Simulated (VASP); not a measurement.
# NaLi3S2 (P-3m1) in VASP: a series of runs, part 2 of 2

VASP 6.6.1. The steps go on from the part before.

## 4. Relaxation of cell and atoms, PBE

This run uses another cell than the first one, of 16.18 Å³/atom.

The input, INCAR:

```
PREC     = Accurate       # precision mode
ENCUT    = 600            # plane-wave cutoff, eV
EDIFF    = 1E-6           # SCF threshold, eV
ISMEAR   = 0              # smearing method
SIGMA    = 0.02           # smearing width, eV
LREAL    = F              # projectors in reciprocal space
LASPH    = T              # aspherical terms in the spheres
NELM     = 100            # most SCF steps
ALGO     = Normal         # electronic algorithm
ISIF     = 3              # what is computed and relaxed
LWAVE    = F              # write WAVECAR
LCHARG   = F              # write CHGCAR
GGA      = PE             # functional
IBRION   = 2              # ionic algorithm
NSW      = 100            # ionic steps
EDIFFG   = -0.01          # ionic threshold
```

The input, KPOINTS:

```
Automatic mesh
0
Gamma
  6 6 4
```

The input, POSCAR:

```
NaLi3S2
1.0
    4.0845298115      0.0000000000      0.0000000000
   -2.0422649058      3.5373065793      0.0000000000
    0.0000000000      0.0000000000      6.7202257006
Na Li S
1 3 2
Direct
    0.0000000000      0.0000000000      0.0000000000
    0.0000000000      0.0000000000      0.5000000000
    0.6666666667      0.3333333333      0.6586514631
    0.3333333333      0.6666666667      0.3413485369
    0.6666666667      0.3333333333      0.2820661912
    0.3333333333      0.6666666667      0.7179338088
```

Potentials or basis: VASP PAW PBE potentials, release 64 (Na_pv, Li_sv, S).

Command:

```
$ cat potpaw_PBE.64/Na_pv/POTCAR potpaw_PBE.64/Li_sv/POTCAR potpaw_PBE.64/S/POTCAR > POTCAR
$ mpirun -np 1 vasp_std > vasp.out
```

OUTCAR:

```text
PREC = Accurate
   ENCUT = 600
   EDIFF = 1E-6
   ISMEAR = 0
   LREAL = F
   LASPH = T
   NELM = 100
   ISIF = 3
   GGA = PE
   IBRION = 2
   NSW = 100
   EDIFFG = -0.01

 ion  position               nearest neighbor table
   1  0.000  0.000  0.000-
   2  0.000  0.000  0.500-   3 2.59   4 2.59   3 2.59   4 2.59   3 2.59   4 2.59
   3  0.667  0.333  0.659-   6 2.39   6 2.39   6 2.39   5 2.53   2 2.59   2 2.59   2 2.59
   4  0.333  0.667  0.341-   5 2.39   5 2.39   5 2.39   6 2.53   2 2.59   2 2.59   2 2.59
   5  0.667  0.333  0.282-   4 2.39   4 2.39   4 2.39   3 2.53
   6  0.333  0.667  0.718-   3 2.39   3 2.39   3 2.39   4 2.53

  LATTYP: Found a hexagonal cell.
 ALAT       =     4.0845298115
 C/A-ratio  =     1.6452874653

  Lattice vectors:

 A1 = (   4.0845298115,   0.0000000000,   0.0000000000)
 A2 = (  -2.0422649058,   3.5373065793,   0.0000000000)
 A3 = (   0.0000000000,   0.0000000000,   6.7202257006)

Analysis of symmetry for initial positions (statically):
=====================================================================
 Subroutine PRICEL returns:
 Original cell was already a primitive cell.

 Routine SETGRP: Setting up the symmetry group for a
 hexagonal supercell.

[... 162 lines left out ...]
 NGX is ok and might be reduce to    36
   NGX = 17   NGY = 17   NGZ = 27

--------------------------------------- Ionic step        1  -------------------------------------------

 number of electron      28.0000009 magnetization

 Free energy of the ion-electron system (eV)
  ---------------------------------------------------
  ext. energy  EPLUGINS =         0.00000000
  ---------------------------------------------------
  free energy    TOTEN  =       -22.61990245 eV

  energy without entropy =      -22.61990245  energy(sigma->0) =      -22.61990245

------------------------ aborting loop because EDIFF is reached ----------------------------------------

  FORCE on cell =-STRESS in cart. coord.  units (eV):
  Direction    XX          YY          ZZ          XY          YZ          ZX
  --------------------------------------------------------------------------------------
  -------------------------------------------------------------------------------------
  Total       -0.1216246     -0.1216246     -0.0288138      0.0000000      0.0000000      0.0000000
  in kB       -2.0069353     -2.0069353     -0.4754584      0.0000000      0.0000000      0.0000000
  external PRESSURE =      -1.4964430 kB  Pullay stress =       0.0000000 kB
[... 227 lines left out ...]
--------------------------------------- Ionic step        7  -------------------------------------------

 number of electron      27.9999995 magnetization

 Free energy of the ion-electron system (eV)
  ---------------------------------------------------
  ext. energy  EPLUGINS =         0.00000000
  ---------------------------------------------------
  free energy    TOTEN  =       -22.62095106 eV

  energy without entropy =      -22.62095106  energy(sigma->0) =      -22.62095106

 E-fermi :   2.0586     XC(G=0):  -8.6775

 val. band max:        1.9105380284   @ k =   0.0000   0.0000   0.0000
 cond. band min:       5.4145063383   @ k =   0.0000   0.0000   0.0000
 fundamental gap:      3.5039683099
 Fermi energy:         2.0585669742

 k-point     1 :       0.0000    0.0000    0.0000
  band No.  band energies     occupation
      1     -43.4816      2.00000
      2     -42.4757      2.00000
      3     -42.4704      2.00000
      4     -20.7678      2.00000
      5     -20.7552      2.00000
      6     -20.7552      2.00000
[... 526 lines left out ...]
  FREE ENERGIE OF THE ION-ELECTRON SYSTEM (eV)
  ---------------------------------------------------
  free  energy   TOTEN  =       -22.6209510616 eV

  energy  without entropy=      -22.6209510616  energy(sigma->0) =      -22.62095106

 reached required accuracy - stopping structural energy minimisation
```

It took 2.1 min on 1 thread of Intel Xeon Platinum 8488C (Sapphire Rapids), shared host; peak memory 0.27 GiB.

Results:

```yaml
Free_energy: -22.6210 eV
Relaxed_volume: 16.11 Å³/atom
Relaxed_cell: a = 4.077 Å, b = 4.077 Å, c = 6.713 Å, α = 90.00°, β = 90.00°, γ = 120.00°
Space_group_after_relaxing_to_0.1_Å: P-3m1 (No. 164)
Energy_gained_by_relaxing: 0.2 meV/atom
Ionic_steps: 7
Pressure_after_relaxing: 0.0 GPa
Largest_force_after_relaxing: 0.003 eV/Å
Band_gap_on_the_k_mesh: 3.50 eV
```

Forces on the atoms (eV/Å):
```
Na   0.000  0.000  0.000
Li   0.000  0.000  0.000
Li   0.000  0.000  0.003
Li   0.000  0.000 -0.003
S    0.000  0.000  0.003
S    0.000  0.000 -0.003
```

Step by step:
| step | energy change (eV) | largest force (eV/Å) | pressure (GPa) | volume (Å³) |
| --- | --- | --- | --- | --- |
| 1 | 0.0000 | 0.0362 | -0.15 | 97.10 |
| 2 | -0.0003 | 0.0334 | -0.06 | 96.88 |
| 3 | -0.0005 | 0.0292 | 0.07 | 96.56 |
| 4 | -0.0007 | 0.0243 | 0.04 | 96.59 |
| 5 | -0.0009 | 0.0109 | -0.02 | 96.67 |
| 6 | -0.0009 | 0.0150 | -0.03 | 96.69 |
| 7 | -0.0010 | 0.0034 | 0.02 | 96.63 |

Final structure:
```yaml
crystal:
  lattice:
    - [4.07685, 0.00000, 0.00000]
    - [-2.03842, 3.53066, 0.00000]
    - [0.00000, 0.00000, 6.71345]
  atoms:
    - { symbol: Na, position: [0.00000, 0.00000, 0.00000] }
    - { symbol: Li, position: [0.00000, 0.00000, 0.50000] }
    - { symbol: Li, position: [0.66667, 0.33333, 0.66171] }
    - { symbol: Li, position: [0.33333, 0.66667, 0.33829] }
    - { symbol: S, position: [0.66667, 0.33333, 0.28139] }
    - { symbol: S, position: [0.33333, 0.66667, 0.71861] }
```

Levels at points of the mesh, in eV from the valence-band top:
```tsv
k point	band 11	band 12	band 13	band 14	band 15	band 16	band 17	band 18
(0.00, 0.00, 0.00)	-0.85	-0.35	-0.35	0.00	3.50	4.71	5.42	5.42
(0.50, 0.00, 0.00)	-1.82	-1.79	-0.81	-0.76	4.59	4.82	5.89	6.69
(0.00, 0.00, 0.50)	-0.77	-0.77	-0.44	-0.44	4.50	4.88	5.34	5.34
(0.50, 0.00, 0.50)	-1.74	-1.21	-0.89	-0.66	4.14	4.85	5.15	6.33
```

Caveat: the cutoff is under 1.25 times the usual one of these potentials, so pressure, stress and relaxed cells hold a basis-set (Pulay) error.
